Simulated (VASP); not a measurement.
**GaP: single point with PBEsol**

GaP:

```
Ga P
1.0
     0.00000    2.57114    2.57114
     2.57114    0.00000    2.57114
     2.57114    2.57114    0.00000
Ga P
1 1
Direct
  0.00000 0.00000 0.00000
  0.25000 0.25000 0.25000
```

```
Program             : VASP 6.6.1
Task                : single point
Functional          : PBEsol
Potentials or basis : VASP PAW PBE potentials, release 64 (Ga_d, P)
Cutoff              : 500 eV
k mesh              : 10 × 10 × 10
Occupations         : gaussian, width 0.01 eV
Spin                : no spin polarisation
```

- Pressure: 20.4 GPa
- Band gap on the k mesh: 1.10 eV (least direct gap 3.23 eV)

Levels at points of the mesh, in eV from the valence-band top:
| k point | band 5 | band 6 | band 7 | band 8 | band 9 | band 10 | band 11 | band 12 | band 13 | band 14 |
| --- | --- | --- | --- | --- | --- | --- | --- | --- | --- | --- |
| (0.00, 0.00, 0.00) | -14.81 | -13.99 | 0.00 | 0.00 | 0.00 | 3.23 | 3.72 | 3.72 | 3.72 | 9.37 |
| (0.50, 0.00, 0.00) | -14.80 | -11.26 | -7.84 | -1.42 | -1.42 | 2.11 | 4.54 | 4.54 | 8.30 | 12.12 |
| (0.50, 0.50, 0.00) | -14.77 | -10.11 | -7.73 | -3.39 | -3.39 | 1.10 | 1.45 | 11.85 | 11.85 | 12.77 |

It took 51 s on 1 thread of Intel Xeon 8259CL, with other jobs on the host, peak memory 0.17 GiB.

Caveat: the cell stands under pressure; the PAW data sets were made with another functional, which shifts forces and pressure a little. A k mesh can miss the band edges.
